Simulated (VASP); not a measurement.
Input of a VASP 6.6.1 run:

File INCAR:

```
ALGO = Normal ; EDIFF = 1E-6
ENCUT = 500 ; GGA = PE
GGA_COMPAT = False ; ISIF = 2
ISMEAR = 0 ; LASPH = True
LCHARG = False ; LREAL = False
LWAVE = False ; NBANDS = 36
NELM = 120 ; PREC = Accurate
SIGMA = 0.01
```

File KPOINTS:

```
k-points
0
Gamma
  6 6 6
```

POSCAR

```
ZnSiP2
1.0
   -2.6539438034      2.6539438034      5.1621155977
    2.6539438034     -2.6539438034      5.1621155977
    2.6539438034      2.6539438034     -5.1621155977
Zn P Si
2 4 2
Direct
    0.0000000000      0.0000000000      0.0000000000
    0.7500000000      0.2500000000      0.5000000000
    0.3750000000      0.3923061802      0.5173061802
    0.1423061802      0.6250000000      0.0173061802
    0.8750000000      0.8576938198      0.4826938198
    0.6076938198      0.1250000000     -0.0173061802
    0.5000000000      0.5000000000      0.0000000000
    0.2500000000      0.7500000000      0.5000000000
```

Potentials or basis: VASP PAW PBE potentials, release 64 (Zn, P, Si).

The run is started by

```bash
$ cat potpaw_PBE.64/Zn/POTCAR potpaw_PBE.64/P/POTCAR potpaw_PBE.64/Si/POTCAR > POTCAR
$ mpirun -np 1 vasp_std > vasp.out
```

Problem. Estimate the pressure.

Solution. 6.1 GPa.

Problem. Predict the band gap on the k mesh.

Solution. 1.23 eV.

Problem. Estimate the largest force.

Solution. 0.109 eV/Å.

Forces in eV/Å, atoms in the order of the input:
```
Zn   0.000  0.000  0.000
Zn   0.000  0.000  0.000
P   -0.109  0.000  0.000
P    0.000 -0.109  0.000
P    0.109  0.000  0.000
P    0.000  0.109  0.000
Si   0.000  0.000  0.000
Si   0.000  0.000  0.000
```

Caveat: the cell stands under pressure. A k mesh can miss the band edges.
